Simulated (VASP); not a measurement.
# GaSe4: single point with PBE

The system is GaSe4.

```
Ga Se
1.0
     5.46854    0.00000    0.00000
     0.00000    5.46854    0.00000
     0.00000    0.00000    9.50677
Ga Se
2 8
Cartesian
  0.0000 0.0000 7.1301
  0.0000 0.0000 2.3767
  3.9572 1.5114 5.9351
  1.5114 3.9572 5.9351
  3.9572 3.9572 8.3251
  1.5114 1.5114 8.3251
  3.9572 1.5114 3.5717
  1.5114 3.9572 3.5717
  1.5114 1.5114 1.1817
  3.9572 3.9572 1.1817
```

```
Program                : VASP 6.6.1
Task                   : single point
Functional             : PBE
Potentials or basis    : VASP PAW PBE potentials, release 64 (Ga_d, Se)
Cutoff                 : 520 eV
k mesh                 : 3 × 3 × 2
Occupations            : gaussian, width 0.2 eV
Spin                   : no spin polarisation
Dipole correction      : no
Further INCAR settings : ALGO = Normal; EDIFF = 1e-07; NBANDS = 48
```

| Item | Value |
| --- | --- |
| Pressure | 0.4 GPa |
| Largest force | 0.075 eV/Å |
| Band gap on the k mesh | zero (band 37 reaches 2.45 eV, above the bottom of band 38 at 2.05 eV) |

Forces in eV/Å, atoms in the order of the input:
```
Ga   0.000  0.000  0.000
Ga   0.000  0.000  0.000
Se   0.043 -0.043  0.044
Se  -0.043  0.043  0.044
Se   0.043  0.043 -0.044
Se  -0.043 -0.043 -0.044
Se   0.043 -0.043 -0.044
Se  -0.043  0.043 -0.044
Se  -0.043 -0.043  0.044
Se   0.043  0.043  0.044
```

Stress tensor (GPa, compression positive):
```
0.51 0.00 0.00
0.00 0.51 0.00
0.00 0.00 0.24
```

Levels at points of the mesh, in eV from the Fermi level:
```
           k point  band 33  band 34  band 35  band 36  band 37  band 38  band 39  band 40  band 41  band 42
(0.00, 0.00, 0.00)    -1.63    -1.45    -1.45    -0.14     0.00     0.36     0.36     0.71     1.47     1.47
(0.00, 0.00, 0.50)    -1.03    -1.03    -0.87    -0.87     0.19     0.19     0.65     0.65     1.22     1.22
```

Wall time 69 s on 1 thread of AMD EPYC 9R45 96-Core Processor (Zen 5), on a shared host, peak memory 0.33 GiB.

Caveat: the k points lie up to 0.38 Å⁻¹ apart.
